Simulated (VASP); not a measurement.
# KNb3O (Cmmm) in VASP: single point with PBE

Aim: the single point of KNb3O with PBE.

Program: VASP 6.6.1. These are calculated values, not measurements. Logs are shortened: lines on timing, memory, paths and dates and some standing lists are left out, and cuts for length are marked.

**1. The cell of the first run**

The structure is orthorhombic, space group Cmmm (No. 65). Conventional cell: a = 3.811 Å, b = 15.652 Å, c = 7.063 Å, α = 90.00°, β = 90.00°, γ = 90.00°. Within 4.6 Å of K (site symmetry mmm) lie 8 Nb at 3.53 to 4.59 Å and 2 K at 3.81 Å and 4 O at 4.01 Å. Within 3.1 Å of Nb (site symmetry m2m) lie 2 Nb at 2.33 Å. Within 2.5 Å of Nb (site symmetry mmm) lie 2 O at 1.91 Å. Within 2.5 Å of O (site symmetry mmm) lie 2 Nb at 1.91 Å.

**2. Single point, PBE, collinear spin**

Input file INCAR:

```
PREC = Accurate
ENCUT = 520
EDIFF = 1E-7
ISMEAR = 0
SIGMA = 0.1
LREAL = F
LASPH = T
NELM = 150
ALGO = Normal
ISIF = 2
LWAVE = F
LCHARG = F
ISPIN = 2
MAGMOM = 0 0 0 0.97 0
LORBIT = 11
LMAXMIX = 4
GGA = PE
NBANDS = 39
```

Input file KPOINTS:

```
regular mesh
0
Gamma
  6 6 4
```

Input file POSCAR:

```
KNb3O
1.0
    1.9054676917     -7.8259521883      0.0000000000
    1.9054676917      7.8259521883      0.0000000000
    0.0000000000      0.0000000000      7.0628179999
K Nb O
1 3 1
Direct
    0.5000000000      0.5000000000      0.0000000000
    0.2069750093      0.7930249907      0.0000000000
    0.7930249907      0.2069750093      0.0000000000
    0.5000000000      0.5000000000      0.5000000000
    0.0000000000      0.0000000000      0.5000000000
```

Potentials or basis: VASP PAW PBE potentials, release 64 (K_sv, Nb_sv, O).

On the command line:

```console
$ cat potpaw_PBE.64/K_sv/POTCAR potpaw_PBE.64/Nb_sv/POTCAR potpaw_PBE.64/O/POTCAR > POTCAR
$ mpirun -np 1 vasp_std > vasp.out
```

OUTCAR:

```text
PREC = Accurate
   ENCUT = 520
   EDIFF = 1E-7
   ISMEAR = 0
   LREAL = F
   LASPH = T
   NELM = 150
   ISIF = 2
   ISPIN = 2
   LORBIT = 11
   GGA = PE

 ion  position               nearest neighbor table
   1  0.500  0.500  0.000-
   2  0.207  0.793  0.000-   3 2.33   3 2.33
   3  0.793  0.207  0.000-   2 2.33   2 2.33
   4  0.500  0.500  0.500-   5 1.91   5 1.91
   5  0.000  0.000  0.500-   4 1.91   4 1.91

  LATTYP: Found a base centered orthorhombic cell.
 ALAT       =     3.8109353834
 B/A-ratio  =     4.1071030605
 C/A-ratio  =     1.8533030055

  Lattice vectors:

 A1 = (   1.9054676917,  -7.8259521883,   0.0000000000)
 A2 = (   1.9054676917,   7.8259521883,   0.0000000000)
 A3 = (   0.0000000000,   0.0000000000,   7.0628179999)

Analysis of symmetry for initial positions (statically):
=====================================================================
 Subroutine PRICEL returns:
 Original cell was already a primitive cell.

 Routine SETGRP: Setting up the symmetry group for a
 base centered orthorhombic supercell.

 Subroutine GETGRP returns: Found  8 space group operations
 (whereof  8 operations were pure point group operations)
 out of a pool of  8 trial point group operations.

The static configuration has the point symmetry D_2h.

Analysis of symmetry for dynamics (positions and initial velocities):
=====================================================================
 Subroutine PRICEL returns:
 Original cell was already a primitive cell.

 Routine SETGRP: Setting up the symmetry group for a
 base centered orthorhombic supercell.

 Subroutine GETGRP returns: Found  8 space group operations
 (whereof  8 operations were pure point group operations)
 out of a pool of  8 trial point group operations.

The dynamic configuration has the point symmetry D_2h.

Analysis of structural, dynamic, and magnetic symmetry:
=====================================================================
 Subroutine PRICEL returns:
 Original cell was already a primitive cell.

 Routine SETGRP: Setting up the symmetry group for a
 base centered orthorhombic supercell.

 Subroutine GETGRP returns: Found  8 space group operations
 (whereof  8 operations were pure point group operations)
 out of a pool of  8 trial point group operations.

The overall configuration has the point symmetry D_2h.

 Subroutine INISYM returns: Found  8 space group operations
 (whereof  8 operations are pure point group operations),
 and found     1 'primitive' translations

----------------------------------------------------------------------------------------

                                     Primitive cell

  volume of cell :     210.6429

  direct lattice vectors                    reciprocal lattice vectors
     1.905467692 -7.825952188  0.000000000     0.262402770 -0.063889989  0.000000000
     1.905467692  7.825952188  0.000000000     0.262402770  0.063889989  0.000000000
     0.000000000  0.000000000  7.062818000     0.000000000  0.000000000  0.141586545

  length of vectors
     8.054584705  8.054584705  7.062818000     0.270068777  0.270068777  0.141586545

  position of ions in fractional coordinates (direct lattice)
     0.500000000  0.500000000  0.000000000
     0.206975009  0.793024991  0.000000000
     0.793024991  0.206975009  0.000000000
     0.500000000  0.500000000  0.500000000
     0.000000000  0.000000000  0.500000000

  ion indices of the primitive-cell ions
   primitive index   ion index
                 1           1
                 2           2
                 3           3
                 4           4
                 5           5

----------------------------------------------------------------------------------------

 KPOINTS: regular mesh

Automatic generation of k-mesh.
 Grid dimensions read from file:
 generate k-points for:    6    6    4

 Generating k-lattice:

  Cartesian coordinates                     Fractional coordinates (reciprocal lattice)
     0.043733795 -0.010648332  0.000000000     0.166666667  0.000000000  0.000000000
     0.043733795  0.010648332  0.000000000     0.000000000  0.166666667  0.000000000
     0.000000000  0.000000000  0.035396636     0.000000000  0.000000000  0.250000000

  Length of vectors
     0.045011463  0.045011463  0.035396636

  Shift w.r.t. Gamma in fractional coordinates (k-lattice)
     0.000000000  0.000000000  0.000000000

 Subroutine IBZKPT returns following result:
 ===========================================

 Found     39 irreducible k-points:

 Following reciprocal coordinates:
            Coordinates               Weight
  0.000000  0.000000  0.000000      1.000000
  0.166667  0.000000  0.000000      4.000000
  0.333333  0.000000  0.000000      4.000000
  0.500000  0.000000  0.000000      2.000000
  0.166667  0.166667  0.000000      2.000000
  0.333333  0.166667  0.000000      4.000000
[... 16 lines left out ...]
  0.333333  0.333333  0.250000      4.000000
  0.500000  0.333333  0.250000      8.000000
 [... further k-points ...]
   k-points           NKPTS =     39   k-points in BZ     NKDIM =     39   number of bands    NBANDS=     39
   number of dos      NEDOS =    301   number of ions     NIONS =      5
   total plane-waves  NPLWV = 194400
   dimension x,y,z NGX =    60 NGY =   60 NGZ =   54
   dimension x,y,z NGXF=   120 NGYF=  120 NGZF=  108
   ions per type =               1   3   1
   NGX,Y,Z   is equivalent  to a cutoff of  12.38, 12.38, 12.71 a.u.
   NGXF,Y,Z  is equivalent  to a cutoff of  24.77, 24.77, 25.42 a.u.
 SYSTEM =  unknown system
   PREC   = accura    normal or accurate (medium, high low for compatibility)
   ISTART =      0    job   : 0-new  1-cont  2-samecut
   ICHARG =      2    charge: 1-file 2-atom 10-const
   ISPIN  =      2    spin polarized calculation?
   LNONCOLLINEAR =      F non collinear calculations
   LSORBIT =      F    spin-orbit coupling
   LASPH  =      T    aspherical Exc in radial PAW
   ENCUT  =  520.0 eV  38.22 Ry    6.18 a.u.  14.98 14.98 13.13*2*pi/ulx,y,z
   NELM   =    150;   NELMIN=  2; NELMDL= -5     # of ELM steps
   EDIFF  = 0.1E-06   stopping-criterion for ELM
   LREAL  =      F    real-space projection
   EDIFFG = 0.1E-05   stopping-criterion for IOM
   NSW    =      0    number of steps for IOM
   IBRION =     -1    ionic relax: 0-MD 1-quasi-New 2-CG
   NFREE  =      0    steps in history (QN), initial steepest desc. (CG)
   ISIF   =      2    stress and relaxation
   ISYM   =      2    0-nonsym 1-usesym 2-fastsym
   POTIM  = 0.5000    time-step for ionic-motion
   TEBEG  =    0.0;   TEEND  =   0.0 temperature during run
   PSTRESS=    0.0 pullay stress
   NELECT =      54.0000    total number of electrons
   NUPDOWN=      -1.0000    fix difference up-down
   EMIN   =  10.00;   EMAX   =-10.00  energy-range for DOS
   EFERMI =   0.00;   METHOD = LEGACY
   ISMEAR =     0;   SIGMA  =   0.10  broadening in eV -4-tet -1-fermi 0-gaus
   EFERMI_NEDOS =   21; number of points for ismear=-14 and -15
   IALGO  =     38    algorithm
   IMIX   =      4    mixing-type and parameters
     AMIX     =   0.40;   BMIX     =  1.00
     AMIX_MAG =   1.60;   BMIX_MAG =  1.00
  volume/ion in A,a.u.               =      42.13       284.30
  Fermi-wavevector in a.u.,A,eV,Ry     =   1.039977  1.965272 14.715416  1.081553
  Thomas-Fermi vector in A             =   2.174532
   LORBIT       =     11    0 simple, 1 ext, 2 COOP (PROOUT), +10 PAW based schemes
   GGA     = PE    functional components
   LHFCALC =     F    Hartree Fock is set to
   AEXX    =    0.0000 exact exchange contribution
   IVDW    =     0    specifies the selected vdW correction
   LEPSILON=     F    determine dielectric tensor
   LRPA    =     F    only Hartree local field effects (RPA)
 spin polarized calculation
 Gauss-broadening in eV      SIGMA  =   0.10
  energy-cutoff  :      520.00
  volume of cell :      210.64
 maximum number of plane-waves:      5712
   NGX = 29   NGY = 29   NGZ = 27

 number of electron      54.0000002 magnetization       2.8781938

 Free energy of the ion-electron system (eV)
  ---------------------------------------------------
  ext. energy  EPLUGINS =         0.00000000
  ---------------------------------------------------
  free energy    TOTEN  =       -30.32246875 eV

  energy without entropy =      -30.30473708  energy(sigma->0) =      -30.31360292

 E-fermi :   1.5755     XC(G=0):  -6.9742

 val. band max:        1.5513642254   @ k =   0.3333   0.3333   0.5000
 cond. band min:       1.5797062515   @ k =   0.3333   0.3333   0.5000
 fundamental gap:      0.0283420261
 Fermi energy:         1.5755437305

 spin component 1

 k-point     1 :       0.0000    0.0000    0.0000
  band No.  band energies     occupation
      1     -54.3745      1.00000
      2     -53.1046      1.00000
      3     -52.2871      1.00000
      4     -30.7839      1.00000
      5     -30.5075      1.00000
      6     -30.5053      1.00000
[... 31 lines left out ...]
     38       5.4924      0.00000
     39       5.8150      0.00000
[... 964 lines left out ...]
     38       4.8838      0.00000
     39       5.4839      0.00000

 [... further k-points ...]

 spin component 2

 k-point     1 :       0.0000    0.0000    0.0000
  band No.  band energies     occupation
      1     -53.2005      1.00000
      2     -53.0625      1.00000
      3     -52.2477      1.00000
      4     -30.0864      1.00000
      5     -30.0264      1.00000
      6     -29.8545      1.00000
[... 31 lines left out ...]
     38       5.5313      0.00000
     39       5.8716      0.00000
[... 964 lines left out ...]
     38       5.4827      0.00000
     39       5.6623      0.00000

 [... further k-points ...]

------------------------ aborting loop because EDIFF is reached ----------------------------------------

  FORCE on cell =-STRESS in cart. coord.  units (eV):
  Direction    XX          YY          ZZ          XY          YZ          ZX
  --------------------------------------------------------------------------------------
  -------------------------------------------------------------------------------------
  Total        0.2454364     -0.1089240      0.0467604     -0.0000000      0.0000000      0.0000000
  in kB        1.8668213     -0.8284903      0.3556657     -0.0000000      0.0000000      0.0000000
  external PRESSURE =       0.4646655 kB  Pullay stress =       0.0000000 kB

 VOLUME and BASIS-vectors are now :
 -----------------------------------------------------------------------------
  energy-cutoff  :      520.00
  volume of cell :      210.64
      direct lattice vectors                 reciprocal lattice vectors
     1.905467692 -7.825952188  0.000000000     0.262402770 -0.063889989  0.000000000
     1.905467692  7.825952188  0.000000000     0.262402770  0.063889989  0.000000000
     0.000000000  0.000000000  7.062818000     0.000000000  0.000000000  0.141586545

 POSITION                                       TOTAL-FORCE (eV/Angst)
 -----------------------------------------------------------------------------------
      1.90547      0.00000      0.00000         0.000000      0.000000      0.000000
      1.90547      4.58640      0.00000         0.000000     -0.025721      0.000000
      1.90547     -4.58640      0.00000         0.000000      0.025721      0.000000
      1.90547      0.00000      3.53141         0.000000      0.000000      0.000000
      0.00000      0.00000      3.53141         0.000000      0.000000      0.000000
 -----------------------------------------------------------------------------------
    total drift:                                0.000000     -0.000000      0.000000

  FREE ENERGIE OF THE ION-ELECTRON SYSTEM (eV)
  ---------------------------------------------------
  free  energy   TOTEN  =       -30.3224687528 eV

  energy  without entropy=      -30.3047370828  energy(sigma->0) =      -30.31360292

 total charge

# of ion       s       p       d       tot
------------------------------------------
    1        1.984   5.559   0.025   7.568
    2        2.180   5.895   2.948  11.023
    3        2.180   5.895   2.948  11.023
    4        2.198   5.992   2.460  10.650
    5        1.586   3.478   0.000   5.064
--------------------------------------------------
tot         10.128  26.818   8.382  45.328

 magnetization (x)

# of ion       s       p       d       tot
------------------------------------------
    1       -0.002   0.007   0.010   0.016
    2        0.003   0.002   0.062   0.067
    3        0.003   0.002   0.062   0.067
    4        0.103   0.007   1.666   1.776
    5       -0.002  -0.090   0.000  -0.092
--------------------------------------------------
tot          0.106  -0.072   1.801   1.834
```

Wall time 36 min (1 thread of Intel Xeon Platinum 8259CL at 2.50GHz (Skylake/Cascade Lake), shared host); peak memory 0.9 GiB.

Results:

```yaml
Free_energy: -30.3225 eV
Pressure: 0.0 GPa
Largest_force: 0.026 eV/Å
Net_moment: 2.88 μB per cell
Site_moments: K +0.02; Nb +0.07, +1.78; O -0.09 μB
Valence_electrons_inside_the_program's_atomic_spheres: K 7.57; Nb 11.02, 10.65; O 5.06
```

Forces in eV/Å, atoms in the order of the input:
```
K    0.000  0.000  0.000
Nb   0.000 -0.026  0.000
Nb   0.000  0.026  0.000
Nb   0.000  0.000  0.000
O    0.000  0.000  0.000
```
